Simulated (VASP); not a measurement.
# Mg2Si (Fm-3m) in VASP: single point with r2SCAN

Aim: the single point of Mg2Si with r2SCAN.

Program: VASP 6.6.1. These are calculated values, not measurements. Logs are shortened: lines on timing, memory, paths and dates and some standing lists are left out, and cuts for length are marked.

## 1. The cell of the first run

It takes space group Fm-3m (No. 225, cubic). The conventional cell has a = 6.277 Å, b = 6.277 Å, c = 6.277 Å, α = 90.00°, β = 90.00°, γ = 90.00°. Within 3.6 Å of Si (site symmetry m-3m) lie 8 Mg at 2.72 Å. Within 3.6 Å of Mg (site symmetry -43m) lie 4 Si at 2.72 Å and 6 Mg at 3.14 Å.

## 2. Single point, r2SCAN

File POSCAR:

```
Mg2Si
1.0
    0.0000000000      3.1386090000      3.1386090000
    3.1386090000      0.0000000000      3.1386090000
    3.1386090000      3.1386090000      0.0000000000
Si Mg
1 2
Direct
    0.0000000000      0.0000000000      0.0000000000
    0.2500000000      0.2500000000      0.2500000000
    0.7500000000      0.7500000000      0.7500000000
```

File INCAR.step1:

```
SYSTEM = Mg2Si
ALGO = Normal
EDIFF = 1E-5
ENCUT = 660
GGA = PE
GGA_COMPAT = .False.
ISMEAR = -1
LASPH = .True.
LCHARG = .False.
LREAL = .False.
LWAVE = .True.
NBANDS = 11
NELM = 120
PREC = Accurate
SIGMA = 0.1
```

File INCAR.step2:

```
SYSTEM = Mg2Si
ALGO = Normal
EDIFF = 1E-6
ENCUT = 660
GGA_COMPAT = .False.
ISIF = 2
ISMEAR = -1
ISTART = 1
LASPH = .True.
LCHARG = .True.
LELF = .True.
LMIXTAU = .True.
LREAL = .False.
LVHAR = .True.
LWAVE = .False.
METAGGA = R2SCAN
NBANDS = 11
NELM = 120
PREC = Accurate
SIGMA = 0.1
```

File KPOINTS:

```
k-points
0
Gamma
  9 9 9
  0 0 0
```

Potentials or basis: VASP PAW PBE potentials, release 64 (Si, Mg).

The run is started by

```sh
> cat potpaw_PBE.64/Si/POTCAR potpaw_PBE.64/Mg/POTCAR > POTCAR
> cp INCAR.step1 INCAR
> mpirun -np 1 vasp_std > vasp.out
> cp INCAR.step2 INCAR
> mpirun -np 1 vasp_std > vasp.out
```

OUTCAR:

```text
SYSTEM = Mg2Si
   EDIFF = 1E-6
   ENCUT = 660
   ISIF = 2
   ISMEAR = -1
   ISTART = 1
   LASPH = .True.
   LREAL = .False.
   METAGGA = R2SCAN
   NELM = 120
   PREC = Accurate

 ion  position               nearest neighbor table
   1  0.000  0.000  0.000-   3 2.72   3 2.72   3 2.72   2 2.72   3 2.72   2 2.72   2 2.72   2 2.72

   2  0.250  0.250  0.250-   1 2.72   1 2.72   1 2.72   1 2.72   3 3.14   3 3.14   3 3.14   3 3.14
                             3 3.14   3 3.14
   3  0.750  0.750  0.750-   1 2.72   1 2.72   1 2.72   1 2.72   2 3.14   2 3.14   2 3.14   2 3.14
                             2 3.14   2 3.14

  LATTYP: Found a face centered cubic cell.
 ALAT       =     6.2772180000

  Lattice vectors:

 A1 = (   0.0000000000,   3.1386090000,   3.1386090000)
 A2 = (   3.1386090000,   0.0000000000,   3.1386090000)
 A3 = (   3.1386090000,   3.1386090000,   0.0000000000)

Analysis of symmetry for initial positions (statically):
=====================================================================
 Subroutine PRICEL returns:
 Original cell was already a primitive cell.

 Routine SETGRP: Setting up the symmetry group for a
 face centered cubic supercell.

 Subroutine GETGRP returns: Found 48 space group operations
 (whereof 48 operations were pure point group operations)
 out of a pool of 48 trial point group operations.

The static configuration has the point symmetry O_h .

Analysis of symmetry for dynamics (positions and initial velocities):
=====================================================================
 Subroutine PRICEL returns:
 Original cell was already a primitive cell.

 Routine SETGRP: Setting up the symmetry group for a
 face centered cubic supercell.

 Subroutine GETGRP returns: Found 48 space group operations
 (whereof 48 operations were pure point group operations)
 out of a pool of 48 trial point group operations.

The dynamic configuration has the point symmetry O_h .

 Subroutine INISYM returns: Found 48 space group operations
 (whereof 48 operations are pure point group operations),
 and found     1 'primitive' translations

----------------------------------------------------------------------------------------

                                     Primitive cell

  volume of cell :      61.8360

  direct lattice vectors                    reciprocal lattice vectors
     0.000000000  3.138609000  3.138609000    -0.159306240  0.159306240  0.159306240
     3.138609000  0.000000000  3.138609000     0.159306240 -0.159306240  0.159306240
     3.138609000  3.138609000  0.000000000     0.159306240  0.159306240 -0.159306240

  length of vectors
     4.438663415  4.438663415  4.438663415     0.275926502  0.275926502  0.275926502

[... 95 lines left out ...]
   EMIN   =  10.00;   EMAX   =-10.00  energy-range for DOS
   EFERMI =   0.00;   METHOD = LEGACY
   ISMEAR =    -1;   SIGMA  =   0.10  broadening in eV -4-tet -1-fermi 0-gaus
   EFERMI_NEDOS =   21; number of points for ismear=-14 and -15
   IALGO  =     38    algorithm
   IMIX   =      4    mixing-type and parameters
     AMIX     =   0.40;   BMIX     =  1.00
     AMIX_MAG =   1.60;   BMIX_MAG =  1.00
  volume/ion in A,a.u.               =      20.61       139.10
  Fermi-wavevector in a.u.,A,eV,Ry     =   0.827988  1.564671  9.327676  0.685565
  Thomas-Fermi vector in A             =   1.940287
   LORBIT       =      0    0 simple, 1 ext, 2 COOP (PROOUT), +10 PAW based schemes
   METAGGA = R2SCAN    functional components
   LHFCALC =     F    Hartree Fock is set to
   AEXX    =    0.0000 exact exchange contribution
   IVDW    =     0    specifies the selected vdW correction
   LEPSILON=     F    determine dielectric tensor
   LRPA    =     F    only Hartree local field effects (RPA)
 non-spin polarized calculation
  energy-cutoff  :      660.00
  volume of cell :       61.84
 maximum number of plane-waves:      2421
 NGX is ok and might be reduce to    40
   NGX = 19   NGY = 19   NGZ = 19

 number of electron       8.0000000 magnetization

 Free energy of the ion-electron system (eV)
  ---------------------------------------------------
  ext. energy  EPLUGINS =         0.00000000
  ---------------------------------------------------
  free energy    TOTEN  =       -17.67924994 eV

  energy without entropy =      -17.67699835  energy(sigma->0) =      -17.67812414

 E-fermi :   4.0047     XC(G=0):  -9.3119

 val. band max:        3.7370167206   @ k =   0.0000   0.0000   0.0000
 cond. band min:       4.2376901304   @ k =   0.4444   0.4444   0.0000
 fundamental gap:      0.5006734098
 Fermi energy:         4.0046917061

 k-point     1 :       0.0000    0.0000    0.0000
  band No.  band energies     occupation
      1      -5.9363      2.00000
      2       3.7370      1.87128
      3       3.7370      1.87128
      4       3.7370      1.87128
      5       6.4202      0.00000
      6       6.6248      0.00000
      7       6.6248      0.00000
      8       6.6248      0.00000
      9       9.7360      0.00000
     10       9.7360      0.00000
     11      11.6303      0.00000
[... 309 lines left out ...]
 k-point    24 :       0.4444    0.4444    0.0000
  band No.  band energies     occupation
      1      -3.9099      2.00000
      2      -0.7206      2.00000
      3       1.6941      2.00000
      4       1.6941      2.00000
      5       4.2377      0.17734
      6       4.5834      0.00612
      7      11.8762      0.00000
      8      11.8762      0.00000
      9      12.8609      0.00000
     10      13.4356      0.00000
     11      13.6442      0.00000

 [... further k-points ...]

------------------------ aborting loop because EDIFF is reached ----------------------------------------

  FORCE on cell =-STRESS in cart. coord.  units (eV):
  Direction    XX          YY          ZZ          XY          YZ          ZX
  --------------------------------------------------------------------------------------
  -------------------------------------------------------------------------------------
  Total        0.5731293      0.5731293      0.5731293      0.0000000      0.0000000     -0.0000000
  in kB       14.8498315     14.8498315     14.8498315      0.0000000      0.0000000     -0.0000000
  external PRESSURE =      14.8498315 kB  Pullay stress =       0.0000000 kB

 VOLUME and BASIS-vectors are now :
 -----------------------------------------------------------------------------
  energy-cutoff  :      660.00
  volume of cell :       61.84
      direct lattice vectors                 reciprocal lattice vectors
     0.000000000  3.138609000  3.138609000    -0.159306240  0.159306240  0.159306240
     3.138609000  0.000000000  3.138609000     0.159306240 -0.159306240  0.159306240
     3.138609000  3.138609000  0.000000000     0.159306240  0.159306240 -0.159306240

 POSITION                                       TOTAL-FORCE (eV/Angst)
 -----------------------------------------------------------------------------------
      0.00000      0.00000      0.00000        -0.000000      0.000000     -0.000000
      1.56930      1.56930      1.56930         0.000000      0.000000     -0.000000
      4.70791      4.70791      4.70791        -0.000000     -0.000000      0.000000
 -----------------------------------------------------------------------------------
    total drift:                               -0.000000      0.000000      0.000000

  FREE ENERGIE OF THE ION-ELECTRON SYSTEM (eV)
  ---------------------------------------------------
  free  energy   TOTEN  =       -17.6792499359 eV

  energy  without entropy=      -17.6769983498  energy(sigma->0) =      -17.67812414
```

It took 58 s on 1 thread of Intel Xeon 6975P-C (Granite Rapids), shared host; peak memory 0.27 GiB.

Results:

| Quantity | Value |
| --- | --- |
| Free energy | -17.6792 eV |
| Pressure | 1.5 GPa |
| Band gap on the k mesh | 0.50 eV (least direct gap 2.54 eV) |

Caveat: the PAW data sets were made with another functional, which shifts forces and pressure a little; an odd mesh through Γ misses points on the zone boundary, where band edges can lie.
